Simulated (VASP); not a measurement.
# PbS (I4/mmm) in VASP: a series of runs

PbS is run at these levels: PBE+D3(BJ); tasks: single point.

Everything below comes from runs of VASP 6.6.1. Logs are shortened: lines on timing, memory, paths and dates and some standing lists are left out, and cuts for length are marked.

## Step 1: The cell of the first run

The structure is tetragonal, space group I4/mmm (No. 139). The conventional cell has a = 3.983 Å, b = 3.983 Å, c = 6.078 Å, α = 90.00°, β = 90.00°, γ = 90.00°. Within 3.7 Å of Pb (site symmetry 4/mmm) lie 6 S at 2.82 to 3.04 Å. S (site symmetry 4/mmm) has 6 Pb at 2.82 to 3.04 Å within 3.7 Å.

## Step 2: Single point, PBE+D3(BJ) (strain -0.050 along x and y, +0.025 along z)

Contents of INCAR:

```
ALGO     = Normal         # electronic algorithm
EDIFF    = 1E-6           # SCF threshold, eV
ENCUT    = 520            # plane-wave cutoff, eV
GGA      = PE             # functional
ISIF     = 2              # what is computed and relaxed
ISMEAR   = 0              # smearing method
IVDW     = 12             # dispersion correction
LASPH    = True           # aspherical terms in the spheres
LCHARG   = False          # write CHGCAR
LREAL    = False          # projectors in reciprocal space
LWAVE    = False          # write WAVECAR
NBANDS   = 17             # bands
NELM     = 100            # most SCF steps
PREC     = Accurate       # precision mode
SIGMA    = 0.03           # smearing width, eV
```

Contents of KPOINTS:

```
k-points
0
Gamma
  10 10 10
```

Contents of POSCAR:

```
PbS
1.0
    0.0000000000      2.8167500000      3.0391250000
    2.8167500000      0.0000000000      3.0391250000
    2.8167500000      2.8167500000      0.0000000000
Pb S
1 1
Direct
    0.0000000000      0.0000000000      0.0000000000
    0.5000000000      0.5000000000      0.5000000000
```

Potentials or basis: VASP PAW PBE potentials, release 64 (Pb_d, S).

Started as:

```
$ cat potpaw_PBE.64/Pb_d/POTCAR potpaw_PBE.64/S/POTCAR > POTCAR
$ mpirun -np 1 vasp_std > vasp.out
```

OUTCAR:

```text
EDIFF = 1E-6
   ENCUT = 520
   GGA = PE
   ISIF = 2
   ISMEAR = 0
   IVDW = 12
   LASPH = True
   LREAL = False
   NELM = 100
   PREC = Accurate
 IVDW          = 12

 ion  position               nearest neighbor table
   1  0.000  0.000  0.000-   2 2.82   2 2.82   2 2.82   2 2.82   2 3.04   2 3.04
   2  0.500  0.500  0.500-   1 2.82   1 2.82   1 2.82   1 2.82   1 3.04   1 3.04

  LATTYP: Found a body centered tetragonal cell.
 ALAT       =     3.9834860518
 C/A-ratio  =     1.5258620015

  Lattice vectors:

 A1 = (  -2.8167500000,   0.0000000000,   3.0391250000)
 A2 = (   2.8167500000,   0.0000000000,   3.0391250000)
 A3 = (   0.0000000000,   2.8167500000,  -3.0391250000)

Analysis of symmetry for initial positions (statically):
=====================================================================
 Subroutine PRICEL returns:
 Original cell was already a primitive cell.

 Routine SETGRP: Setting up the symmetry group for a
 body centered tetragonal supercell.

 Subroutine GETGRP returns: Found 16 space group operations
 (whereof 16 operations were pure point group operations)
 out of a pool of 16 trial point group operations.

The static configuration has the point symmetry D_4h.

Analysis of symmetry for dynamics (positions and initial velocities):
=====================================================================
 Subroutine PRICEL returns:
 Original cell was already a primitive cell.

 Routine SETGRP: Setting up the symmetry group for a
 body centered tetragonal supercell.

 Subroutine GETGRP returns: Found 16 space group operations
 (whereof 16 operations were pure point group operations)
 out of a pool of 16 trial point group operations.

The dynamic configuration has the point symmetry D_4h.

 Subroutine INISYM returns: Found 16 space group operations
 (whereof 16 operations are pure point group operations),
 and found     1 'primitive' translations

----------------------------------------------------------------------------------------

                                     Primitive cell

  volume of cell :      48.2253

  direct lattice vectors                    reciprocal lattice vectors
     0.000000000  2.816750000  3.039125000    -0.177509541  0.177509541  0.164521038
     2.816750000  0.000000000  3.039125000     0.177509541 -0.177509541  0.164521038
     2.816750000  2.816750000  0.000000000     0.177509541  0.177509541 -0.164521038

  length of vectors
     4.143713471  4.143713471  3.983486052     0.300144043  0.300144043  0.300144043

  position of ions in fractional coordinates (direct lattice)
     0.000000000  0.000000000  0.000000000
     0.500000000  0.500000000  0.500000000

  ion indices of the primitive-cell ions
   primitive index   ion index
                 1           1
                 2           2

----------------------------------------------------------------------------------------

 KPOINTS: k-points

Automatic generation of k-mesh.
 Grid dimensions read from file:
 generate k-points for:   10   10   10

 Generating k-lattice:

  Cartesian coordinates                     Fractional coordinates (reciprocal lattice)
    -0.017750954  0.017750954  0.016452104     0.100000000  0.000000000  0.000000000
     0.017750954 -0.017750954  0.016452104     0.000000000  0.100000000  0.000000000
     0.017750954  0.017750954 -0.016452104    -0.000000000 -0.000000000  0.100000000

  Length of vectors
     0.030014404  0.030014404  0.030014404

  Shift w.r.t. Gamma in fractional coordinates (k-lattice)
     0.000000000  0.000000000  0.000000000

 Subroutine IBZKPT returns following result:
 ===========================================

 Found    102 irreducible k-points:

 Following reciprocal coordinates:
            Coordinates               Weight
  0.000000  0.000000  0.000000      1.000000
  0.100000 -0.000000  0.000000      8.000000
  0.200000 -0.000000  0.000000      8.000000
  0.300000 -0.000000  0.000000      8.000000
  0.400000 -0.000000  0.000000      8.000000
  0.500000 -0.000000  0.000000      4.000000
[... 16 lines left out ...]
  0.300000  0.300000  0.000000      2.000000
  0.400000  0.300000  0.000000      8.000000
 [... further k-points ...]
   k-points           NKPTS =    102   k-points in BZ     NKDIM =    102   number of bands    NBANDS=     17
   number of dos      NEDOS =    301   number of ions     NIONS =      2
   total plane-waves  NPLWV =  30720
   dimension x,y,z NGX =    32 NGY =   32 NGZ =   30
   dimension x,y,z NGXF=    64 NGYF=   64 NGZF=   60
   ions per type =               1   1
   NGX,Y,Z   is equivalent  to a cutoff of  12.84, 12.84, 12.52 a.u.
   NGXF,Y,Z  is equivalent  to a cutoff of  25.68, 25.68, 25.04 a.u.
 SYSTEM =  unknown system
   PREC   = accura    normal or accurate (medium, high low for compatibility)
   ISTART =      0    job   : 0-new  1-cont  2-samecut
   ICHARG =      2    charge: 1-file 2-atom 10-const
   ISPIN  =      1    spin polarized calculation?
   LNONCOLLINEAR =      F non collinear calculations
   LSORBIT =      F    spin-orbit coupling
   LASPH  =      T    aspherical Exc in radial PAW
   ENCUT  =  520.0 eV  38.22 Ry    6.18 a.u.   7.70  7.70  7.41*2*pi/ulx,y,z
   NELM   =    100;   NELMIN=  2; NELMDL= -5     # of ELM steps
   EDIFF  = 0.1E-05   stopping-criterion for ELM
   LREAL  =      F    real-space projection
   EDIFFG = 0.1E-04   stopping-criterion for IOM
   NSW    =      0    number of steps for IOM
   IBRION =     -1    ionic relax: 0-MD 1-quasi-New 2-CG
   NFREE  =      0    steps in history (QN), initial steepest desc. (CG)
   ISIF   =      2    stress and relaxation
   ISYM   =      2    0-nonsym 1-usesym 2-fastsym
   POTIM  = 0.5000    time-step for ionic-motion
   TEBEG  =    0.0;   TEEND  =   0.0 temperature during run
   PSTRESS=    0.0 pullay stress
   NELECT =      20.0000    total number of electrons
   NUPDOWN=      -1.0000    fix difference up-down
   EMIN   =  10.00;   EMAX   =-10.00  energy-range for DOS
   EFERMI =   0.00;   METHOD = LEGACY
   ISMEAR =     0;   SIGMA  =   0.03  broadening in eV -4-tet -1-fermi 0-gaus
   EFERMI_NEDOS =   21; number of points for ismear=-14 and -15
   IALGO  =     38    algorithm
   IMIX   =      4    mixing-type and parameters
     AMIX     =   0.40;   BMIX     =  1.00
     AMIX_MAG =   1.60;   BMIX_MAG =  1.00
  volume/ion in A,a.u.               =      24.11       162.72
  Fermi-wavevector in a.u.,A,eV,Ry     =   1.220843  2.307059 20.278903  1.490457
  Thomas-Fermi vector in A             =   2.356046
   LORBIT       =      0    0 simple, 1 ext, 2 COOP (PROOUT), +10 PAW based schemes
   GGA     = PE    functional components
   LHFCALC =     F    Hartree Fock is set to
   AEXX    =    0.0000 exact exchange contribution
   IVDW    =    12    specifies the selected vdW correction
   LEPSILON=     F    determine dielectric tensor
   LRPA    =     F    only Hartree local field effects (RPA)
 non-spin polarized calculation
 Gauss-broadening in eV      SIGMA  =   0.03
  energy-cutoff  :      520.00
  volume of cell :       48.23
 maximum number of plane-waves:      1316
   NGX = 15   NGY = 15   NGZ = 15

 number of electron      20.0000000 magnetization

 Free energy of the ion-electron system (eV)
  ---------------------------------------------------
  ext. energy  EPLUGINS =         0.00000000
  ---------------------------------------------------
  free energy    TOTEN  =        -8.53606143 eV

  energy without entropy =       -8.53605995  energy(sigma->0) =       -8.53606069

 E-fermi :   7.0650     XC(G=0): -10.0507

 val. band max:        7.0012414519   @ k =   0.5000  -0.0000   0.0000
 cond. band min:       7.1287172581   @ k =   0.5000  -0.0000   0.0000
 fundamental gap:      0.1274758062
 Fermi energy:         7.0649793312

 k-point     1 :       0.0000    0.0000    0.0000
  band No.  band energies     occupation
      1     -10.1028      2.00000
      2     -10.0738      2.00000
      3     -10.0738      2.00000
      4     -10.0685      2.00000
      5     -10.0359      2.00000
      6      -7.4655      2.00000
[... 9 lines left out ...]
     16      13.6089      0.00000
     17      14.7453      0.00000

 k-point     2 :       0.1000   -0.0000    0.0000
  band No.  band energies     occupation
      1     -10.1025      2.00000
      2     -10.0735      2.00000
      3     -10.0705      2.00000
      4     -10.0632      2.00000
      5     -10.0399      2.00000
      6      -7.3700      2.00000
[... 9 lines left out ...]
     16      13.8718      0.00000
     17      15.4601      0.00000

 k-point     3 :       0.2000   -0.0000    0.0000
  band No.  band energies     occupation
      1     -10.1057      2.00000
      2     -10.0735      2.00000
      3     -10.0680      2.00000
      4     -10.0454      2.00000
      5     -10.0444      2.00000
      6      -7.0939      2.00000
[... 9 lines left out ...]
     16      14.3948      0.00000
     17      16.9803      0.00000

 k-point     4 :       0.3000   -0.0000    0.0000
  band No.  band energies     occupation
      1     -10.1126      2.00000
      2     -10.0791      2.00000
      3     -10.0741      2.00000
      4     -10.0354      2.00000
      5     -10.0208      2.00000
      6      -6.6790      2.00000
[... 9 lines left out ...]
     16      15.2456      0.00000
     17      18.6985      0.00000

 k-point     5 :       0.4000   -0.0000    0.0000
  band No.  band energies     occupation
      1     -10.1191      2.00000
      2     -10.0916      2.00000
      3     -10.0748      2.00000
      4     -10.0247      2.00000
      5     -10.0003      2.00000
      6      -6.2404      2.00000
[... 9 lines left out ...]
     16      16.3979      0.00000
     17      18.5738      0.00000

 k-point     6 :       0.5000   -0.0000    0.0000
  band No.  band energies     occupation
      1     -10.1217      2.00000
      2     -10.0965      2.00000
      3     -10.0752      2.00000
      4     -10.0203      2.00000
      5      -9.9924      2.00000
      6      -6.0285      2.00000
[... 9 lines left out ...]
     16      17.0034      0.00000
     17      17.7799      0.00000

 k-point     7 :       0.1000    0.1000    0.0000
  band No.  band energies     occupation
      1     -10.1169      2.00000
      2     -10.0711      2.00000
      3     -10.0674      2.00000
      4     -10.0674      2.00000
      5     -10.0336      2.00000
      6      -7.3481      2.00000
[... 9 lines left out ...]
     16      14.4924      0.00000
     17      16.1929      0.00000

 k-point     8 :       0.2000    0.1000    0.0000
  band No.  band energies     occupation
      1     -10.1292      2.00000
      2     -10.0705      2.00000
      3     -10.0611      2.00000
      4     -10.0596      2.00000
      5     -10.0336      2.00000
      6      -7.1420      2.00000
[... 9 lines left out ...]
     16      14.9848      0.00000
     17      17.5949      0.00000
[... 203 lines left out ...]
      1     -10.1758      2.00000
      2     -10.0672      2.00000
      3     -10.0585      2.00000
      4     -10.0304      2.00000
      5     -10.0154      2.00000
      6      -5.9659      2.00000
[... 9 lines left out ...]
     16      17.2689      0.00000
     17      17.7325      0.00000

 k-point    20 :      -0.4000    0.2000    0.0000
  band No.  band energies     occupation
      1     -10.1552      2.00000
      2     -10.0784      2.00000
      3     -10.0619      2.00000
      4     -10.0219      2.00000
      5     -10.0154      2.00000
      6      -5.8415      2.00000
[... 9 lines left out ...]
     16      16.3862      0.00000
     17      18.2931      0.00000

 k-point    21 :      -0.3000    0.2000    0.0000
  band No.  band energies     occupation
      1     -10.1303      2.00000
      2     -10.0826      2.00000
      3     -10.0702      2.00000
      4     -10.0342      2.00000
      5     -10.0043      2.00000
      6      -6.0734      2.00000
[... 9 lines left out ...]
     16      17.1070      0.00000
     17      17.5511      0.00000

 k-point    22 :      -0.2000    0.2000    0.0000
  band No.  band energies     occupation
      1     -10.1092      2.00000
      2     -10.0789      2.00000
      3     -10.0771      2.00000
      4     -10.0472      2.00000
      5     -10.0056      2.00000
      6      -6.4854      2.00000
[... 9 lines left out ...]
     16      15.8201      0.00000
     17      17.0361      0.00000

 k-point    23 :       0.3000    0.3000    0.0000
  band No.  band energies     occupation
      1     -10.2210      2.00000
      2     -10.0869      2.00000
      3     -10.0291      2.00000
      4     -10.0291      2.00000
      5     -10.0200      2.00000
      6      -6.5031      2.00000
[... 9 lines left out ...]
     16      17.5801      0.00000
     17      17.5801      0.00000

 k-point    24 :       0.4000    0.3000    0.0000
  band No.  band energies     occupation
      1     -10.2400      2.00000
      2     -10.0848      2.00000
      3     -10.0293      2.00000
      4     -10.0230      2.00000
      5     -10.0132      2.00000
      6      -6.1974      2.00000
[... 9 lines left out ...]
     16      17.9293      0.00000
     17      18.6536      0.00000

 [... further k-points ...]

------------------------ aborting loop because EDIFF is reached ----------------------------------------

 Edisp (eV)   -0.75191

 E8    (eV) :    -0.3379

  FORCE on cell =-STRESS in cart. coord.  units (eV):
  Direction    XX          YY          ZZ          XY          YZ          ZX
  --------------------------------------------------------------------------------------
  -------------------------------------------------------------------------------------
  Total       3.14545     3.14545    -0.57256     0.00000     0.00000     0.00000
  in kB     104.50054   104.50054   -19.02201     0.00000     0.00000     0.00000
  external pressure =       63.33 kB  Pullay stress =        0.00 kB

 VOLUME and BASIS-vectors are now :
 -----------------------------------------------------------------------------
  energy-cutoff  :      520.00
  volume of cell :       48.23
      direct lattice vectors                 reciprocal lattice vectors
     0.000000000  2.816750000  3.039125000    -0.177509541  0.177509541  0.164521038
     2.816750000  0.000000000  3.039125000     0.177509541 -0.177509541  0.164521038
     2.816750000  2.816750000  0.000000000     0.177509541  0.177509541 -0.164521038

 POSITION                                       TOTAL-FORCE (eV/Angst)
 -----------------------------------------------------------------------------------
      0.00000      0.00000      0.00000         0.000000     -0.000000      0.000000
      2.81675      2.81675      3.03912        -0.000000      0.000000     -0.000000
 -----------------------------------------------------------------------------------
    total drift:                                0.000000     -0.000000     -0.000000

  FREE ENERGIE OF THE ION-ELECTRON SYSTEM (eV)
  ---------------------------------------------------
  free  energy   TOTEN  =        -9.2879686842 eV

  energy  without entropy=       -9.2879672008  energy(sigma->0) =       -9.28796794
```

It took 77 s on 1 thread of Intel Xeon 8259CL, shared host; peak memory 0.24 GiB.

What came out:

```
Free energy                : -9.2880 eV
Pressure                   : 6.3 GPa
Band gap on the k mesh     : 0.13 eV
Dispersion energy per atom : -0.376 eV
```

Levels at points of the mesh, in eV from the valence-band top:
| k point | band 7 | band 8 | band 9 | band 10 | band 11 | band 12 | band 13 | band 14 |
| --- | --- | --- | --- | --- | --- | --- | --- | --- |
| (0.00, 0.00, 0.00) | -5.93 | -2.90 | -2.90 | -2.33 | 4.25 | 6.00 | 6.00 | 6.13 |
| (0.50, 0.00, 0.00) | -9.49 | -2.35 | -2.12 | 0.00 | 0.13 | 1.52 | 1.93 | 8.62 |
| (0.50, 0.50, 0.00) | -7.06 | -5.93 | -3.98 | -3.98 | 3.63 | 5.18 | 6.24 | 6.24 |
| (0.50, 0.00, 0.50) | -7.55 | -6.07 | -4.55 | -3.74 | 3.32 | 4.91 | 6.04 | 6.64 |

Caveat: the cell differs from its parent crystal (strain -0.050 along x and y, +0.025 along z); the stress differs along the axes, from -2 to 10 GPa; spin-orbit coupling is left out, which moves the levels of the heavy elements. A k mesh can miss the band edges.

(Continued in part 2 of 2.)
